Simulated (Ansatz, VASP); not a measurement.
# Mo in VASP and in Ansatz

The input INCAR:

```
SYSTEM = Mo
PREC = Accurate
ENCUT = 520
EDIFF = 1E-6
ISMEAR = -1
SIGMA = 0.1
LREAL = .False.
LASPH = .True.
NELM = 60
ALGO = Normal
ISIF = 2
LWAVE = .False.
LCHARG = .True.
GGA = PS
LELF = .True.
LVHAR = .True.
NBANDS = 13
```

Contents of KPOINTS:

```
regular mesh
0
Gamma
  23 23 23
  0 0 0
```

The input POSCAR:

```
Mo
1.0
   -1.5864004249      1.5864004249      1.5864004249
    1.5864004249     -1.5864004249      1.5864004249
    1.5864004249      1.5864004249     -1.5864004249
Mo
1
Direct
    0.0000000000      0.0000000000      0.0000000000
```

Input for Ansatz:

```yaml
crystal:
  lattice:
    - [-1.5864004249, 1.5864004249, 1.5864004249]
    - [1.5864004249, -1.5864004249, 1.5864004249]
    - [1.5864004249, 1.5864004249, -1.5864004249]
  atoms:
    - { symbol: Mo, position: [0.0, 0.0, 0.0] }
hamiltonian:
  xc: pbesol
  pseudopotentials:
    kind: paw
    azcp:
      Mo: "pseudopotentials/Mo.paw.azcp"
basis:
  ecutwfc: 420
  fft_grid_basis: typed
kpoints:
  mp_grid: { grid: [23, 23, 23], shift: [0, 0, 0] }
magnetization:
  spin_polarized: false
scf:
  occupations: { method: fermi_dirac, width: 0.1 }
output:
  stress: true
```

Alike in both runs: task single point; functional PBEsol; k mesh 23 × 23 × 23; occupations fermi-dirac, width 0.1 eV; no spin polarisation.

|  | VASP | Ansatz |
| --- | --- | --- |
| version | VASP 6.6.1 | Ansatz 0.2.0 |
| potentials or method | VASP PAW PBE potentials, release 64 (Mo_sv), cutoff 520 eV | plane waves (420 eV) with PAW, scalar-relativistic |
| valence electrons in the cell | 14 | 14 |

Ansatz gave:

* pressure (GPa): -10.5

Problem. Estimate VASP's values.

Solution. Pressure (GPa): -10.0.

VASP's potentials were made for PBE, not for PBEsol, and Ansatz warns of the same on its side.
